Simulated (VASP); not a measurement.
# Pb (I4_1/amd) in VASP: single point with PBE

Aim: the single point of Pb with PBE.

All numbers are computed with VASP 6.6.1; they aren't measurements. Logs are shortened: lines on timing, memory, paths and dates and some standing lists are left out, and cuts for length are marked.

## 1. The cell of the first run

It takes space group I4_1/amd (No. 141, tetragonal). The conventional cell has a = 6.160 Å, b = 6.160 Å, c = 3.360 Å, α = 90.00°, β = 90.00°, γ = 90.00°. Within 4.2 Å of Pb (site symmetry -4m2) lie 10 Pb at 3.19 to 3.98 Å.

## 2. Single point, PBE

INCAR reads:

```
ALGO = Normal
EDIFF = 1E-6
ENCUT = 520
GGA = PE
ISIF = 2
ISMEAR = 0
LASPH = T
LCHARG = F
LREAL = F
LWAVE = F
NBANDS = 21
NELM = 60
PREC = Accurate
SIGMA = 0.1
```

KPOINTS reads:

```
k-points
0
Gamma
  6 6 6
```

POSCAR reads:

```
Pb
1.0
   -3.0799865891      3.0799865891      1.6801895393
    3.0799865891     -3.0799865891      1.6801895393
    3.0799865891      3.0799865891     -1.6801895393
Pb
2
Direct
    0.0000000000      0.0000000000      0.0000000000
    0.7500000000      0.2500000000      0.5000000000
```

Potentials or basis: VASP PAW PBE potentials, release 64 (Pb_d).

On the command line:

```bash
cat potpaw_PBE.64/Pb_d/POTCAR > POTCAR
mpirun -np 1 vasp_std > vasp.out
```

OUTCAR:

```text
EDIFF = 1E-6
   ENCUT = 520
   GGA = PE
   ISIF = 2
   ISMEAR = 0
   LASPH = T
   LREAL = F
   NELM = 60
   PREC = Accurate

 ion  position               nearest neighbor table
   1  0.000  0.000  0.000-   2 3.19   2 3.19   2 3.19   2 3.19   2 3.98   2 3.98   2 3.98   2 3.98

   2  0.750  0.250  0.500-   1 3.19   1 3.19   1 3.19   1 3.19   1 3.98   1 3.98   1 3.98   1 3.98

  LATTYP: Found a body centered tetragonal cell.
 ALAT       =     6.1599731782
 C/A-ratio  =     0.5455184595

  Lattice vectors:

 A1 = (  -3.0799865891,   3.0799865891,   1.6801895393)
 A2 = (   3.0799865891,  -3.0799865891,   1.6801895393)
 A3 = (   3.0799865891,   3.0799865891,  -1.6801895393)

Analysis of symmetry for initial positions (statically):
=====================================================================
 Subroutine PRICEL returns:
 Original cell was already a primitive cell.

 Routine SETGRP: Setting up the symmetry group for a
 body centered tetragonal supercell.

 Subroutine GETGRP returns: Found 16 space group operations
 (whereof  8 operations were pure point group operations)
 out of a pool of 16 trial point group operations.

The static configuration has the point symmetry D_2d.
 The point group associated with its full space group is D_4h.

Analysis of symmetry for dynamics (positions and initial velocities):
=====================================================================
 Subroutine PRICEL returns:
 Original cell was already a primitive cell.

 Routine SETGRP: Setting up the symmetry group for a
 body centered tetragonal supercell.

 Subroutine GETGRP returns: Found 16 space group operations
 (whereof  8 operations were pure point group operations)
 out of a pool of 16 trial point group operations.

The dynamic configuration has the point symmetry D_2d.
 The point group associated with its full space group is D_4h.

 Subroutine INISYM returns: Found 16 space group operations
 (whereof  8 operations are pure point group operations),
 and found     1 'primitive' translations

----------------------------------------------------------------------------------------

                                     Primitive cell

  volume of cell :      63.7552

[... 74 lines left out ...]
   dimension x,y,z NGXF=    72 NGYF=   72 NGZF=   72
   ions per type =               2
   NGX,Y,Z   is equivalent  to a cutoff of  12.82, 12.82, 12.82 a.u.
   NGXF,Y,Z  is equivalent  to a cutoff of  25.64, 25.64, 25.64 a.u.
 SYSTEM =  unknown system
   PREC   = accura    normal or accurate (medium, high low for compatibility)
   ISTART =      0    job   : 0-new  1-cont  2-samecut
   ICHARG =      2    charge: 1-file 2-atom 10-const
   ISPIN  =      1    spin polarized calculation?
   LNONCOLLINEAR =      F non collinear calculations
   LSORBIT =      F    spin-orbit coupling
   LASPH  =      T    aspherical Exc in radial PAW
   ENCUT  =  520.0 eV  38.22 Ry    6.18 a.u.   8.68  8.68  8.68*2*pi/ulx,y,z
   NELM   =     60;   NELMIN=  2; NELMDL= -5     # of ELM steps
   EDIFF  = 0.1E-05   stopping-criterion for ELM
   LREAL  =      F    real-space projection
   EDIFFG = 0.1E-04   stopping-criterion for IOM
   NSW    =      0    number of steps for IOM
   IBRION =     -1    ionic relax: 0-MD 1-quasi-New 2-CG
   NFREE  =      0    steps in history (QN), initial steepest desc. (CG)
   ISIF   =      2    stress and relaxation
   ISYM   =      2    0-nonsym 1-usesym 2-fastsym
   POTIM  = 0.5000    time-step for ionic-motion
   TEBEG  =    0.0;   TEEND  =   0.0 temperature during run
   PSTRESS=    0.0 pullay stress
   NELECT =      28.0000    total number of electrons
   NUPDOWN=      -1.0000    fix difference up-down
   EMIN   =  10.00;   EMAX   =-10.00  energy-range for DOS
   EFERMI =   0.00;   METHOD = LEGACY
   ISMEAR =     0;   SIGMA  =   0.10  broadening in eV -4-tet -1-fermi 0-gaus
   EFERMI_NEDOS =   21; number of points for ismear=-14 and -15
   IALGO  =     38    algorithm
   IMIX   =      4    mixing-type and parameters
     AMIX     =   0.40;   BMIX     =  1.00
     AMIX_MAG =   1.60;   BMIX_MAG =  1.00
  volume/ion in A,a.u.               =      31.88       215.12
  Fermi-wavevector in a.u.,A,eV,Ry     =   1.244387  2.351551 21.068615  1.548500
  Thomas-Fermi vector in A             =   2.378656
   LORBIT       =      0    0 simple, 1 ext, 2 COOP (PROOUT), +10 PAW based schemes
   GGA     = PE    functional components
   LHFCALC =     F    Hartree Fock is set to
   AEXX    =    0.0000 exact exchange contribution
   IVDW    =     0    specifies the selected vdW correction
   LEPSILON=     F    determine dielectric tensor
   LRPA    =     F    only Hartree local field effects (RPA)
 non-spin polarized calculation
 Gauss-broadening in eV      SIGMA  =   0.10
  energy-cutoff  :      520.00
  volume of cell :       63.76
 maximum number of plane-waves:      1747
   NGX = 17   NGY = 17   NGZ = 17

 number of electron      28.0000005 magnetization

 Free energy of the ion-electron system (eV)
  ---------------------------------------------------
  ext. energy  EPLUGINS =         0.00000000
  ---------------------------------------------------
  free energy    TOTEN  =        -6.82363008 eV

  energy without entropy =       -6.81131468  energy(sigma->0) =       -6.81747238

 E-fermi :   6.5499     XC(G=0):  -9.8824

 val. band max:        6.5303120621   @ k =   0.3333   0.0000   0.0000
 cond. band min:       6.6146409444   @ k =  -0.1667   0.3333   0.1667
 fundamental gap:      0.0843288823
 Fermi energy:         6.5499001534

 k-point     1 :       0.0000    0.0000    0.0000
  band No.  band energies     occupation
      1     -10.6645      2.00000
      2     -10.5297      2.00000
      3     -10.4937      2.00000
      4     -10.4658      2.00000
      5     -10.2331      2.00000
      6     -10.2331      2.00000
[... 565 lines left out ...]
     20      15.3325      0.00000
     21      16.9127      0.00000

 [... further k-points ...]
[... 5 lines left out ...]
  --------------------------------------------------------------------------------------
  -------------------------------------------------------------------------------------
  Total        0.8115693      0.8115693      0.4076175      0.0000000      0.0000000     -0.0000000
  in kB       20.3948375     20.3948375     10.2434785      0.0000000      0.0000000     -0.0000000
  external PRESSURE =      17.0110511 kB  Pullay stress =       0.0000000 kB

 VOLUME and BASIS-vectors are now :
 -----------------------------------------------------------------------------
  energy-cutoff  :      520.00
  volume of cell :       63.76
      direct lattice vectors                 reciprocal lattice vectors
    -3.079986589  3.079986589  1.680189539     0.000000000  0.162338369  0.297585474
     3.079986589 -3.079986589  1.680189539     0.162338369  0.000000000  0.297585474
     3.079986589  3.079986589 -1.680189539     0.162338369  0.162338369  0.000000000

 POSITION                                       TOTAL-FORCE (eV/Angst)
 -----------------------------------------------------------------------------------
      0.00000      0.00000      0.00000        -0.000000      0.000000     -0.000000
     -0.00000      3.07999      0.84009         0.000000     -0.000000      0.000000
 -----------------------------------------------------------------------------------
    total drift:                               -0.000000      0.000000     -0.000000

  FREE ENERGIE OF THE ION-ELECTRON SYSTEM (eV)
  ---------------------------------------------------
  free  energy   TOTEN  =        -6.8236300800 eV

  energy  without entropy=       -6.8113146755  energy(sigma->0) =       -6.81747238
```

stdout:

```text
POSCAR found type information on POSCAR Pb
 POSCAR found :  1 types and       2 ions
 scaLAPACK will be used
 LDA part: xc-table for (Slater+PW92), standard interpolation
 POSCAR, INCAR and KPOINTS ok, starting setup
 FFT: planning ... GRIDC
 FFT: planning ... GRID_SOFT
 FFT: planning ... GRID
 WAVECAR not read
 entering main loop
```

Run time: 16 s. Hardware: 1 thread of Intel Xeon 6975P-C (Granite Rapids), shared host; peak memory 0.22 GiB.

Results:

- Free energy: -6.8236 eV
- Pressure: 1.7 GPa
- Band gap on the k mesh: zero (band 14 reaches 7.47 eV, above the bottom of band 15 at 4.37 eV)

Levels at points of the mesh, in eV from the Fermi level:
```tsv
k point	band 11	band 12	band 13	band 14	band 15	band 16	band 17	band 18
(0.00, 0.00, 0.00)	-11.46	-5.85	-1.59	-1.59	3.73	5.76	5.76	6.36
(0.50, 0.00, 0.00)	-8.18	-6.44	-2.77	-1.34	-0.79	2.57	2.83	4.23
(0.50, 0.50, 0.00)	-9.50	-9.50	0.92	0.92	1.02	1.02	5.55	5.55
(0.50, 0.50, 0.50)	-8.63	-8.63	-4.09	-4.09	4.86	4.86	8.58	8.58
```

Caveat: spin-orbit coupling is left out, which moves the levels of the heavy elements.
